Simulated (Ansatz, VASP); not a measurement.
Two plane-wave programs on TlCl

INCAR

```
SYSTEM = TlCl
PREC = Accurate
ENCUT = 500
EDIFF = 1E-6
ISMEAR = 0
SIGMA = 0.01
LREAL = .FALSE.
LASPH = .TRUE.
NELM = 120
ALGO = Normal
ISIF = 2
LWAVE = .FALSE.
LCHARG = .FALSE.
GGA = PS
NBANDS = 17
GGA_COMPAT = .FALSE.
```

The input KPOINTS:

```
regular mesh
0
G
  5 5 5
  0 0 0
```

The input POSCAR:

```
TlCl
1.0
    3.8340000000      0.0000000000      0.0000000000
    0.0000000000      3.8340000000      0.0000000000
    0.0000000000      0.0000000000      3.8340000000
Tl Cl
1 1
Direct
    0.0000000000      0.0000000000      0.0000000000
    0.5000000000      0.5000000000      0.5000000000
```

Input for Ansatz:

```yaml
crystal:
  lattice:
    bravais: cubic
    a: 3.834
  space_group: 221
  atoms:
    - { symbol: Tl, position: [0.0, 0.0, 0.0] }
    - { symbol: Cl, position: [0.5, 0.5, 0.5] }
kpoints:
  mp_grid:
    grid: [5, 5, 5]
hamiltonian:
  xc: pbesol
  pseudopotentials:
    kind: paw
scf:
  convergence:
    dr2_threshold: 1.0e-07
  occupations:
    method: fixed
output:
  forces: true
  stress: true
  eigenvalues: true
```

Alike in both runs: task single point; functional PBEsol; k mesh 5 × 5 × 5; no spin polarisation.

|  | VASP | Ansatz |
| --- | --- | --- |
| version | VASP 6.6.1 | Ansatz 0.2.0 |
| potentials or method | VASP PAW PBE potentials, release 64 (Tl_d, Cl) | plane waves, PAW |
| plane-wave cutoff (eV) | 500 | 420 |
| occupations | gaussian, width 0.01 eV | fixed |
| valence electrons in the cell | 20 | 20 |

```tsv
	VASP	Ansatz	Ansatz less VASP
gap on the k mesh at the Fermi level (eV)	2.80	2.80	-0.004
pressure (GPa)	-1.4	-1.4	+0.06
```

VASP's potentials were made for PBE, not for PBEsol. Ansatz's warnings: stress scf threshold loose.

Spin-orbit coupling is off throughout.
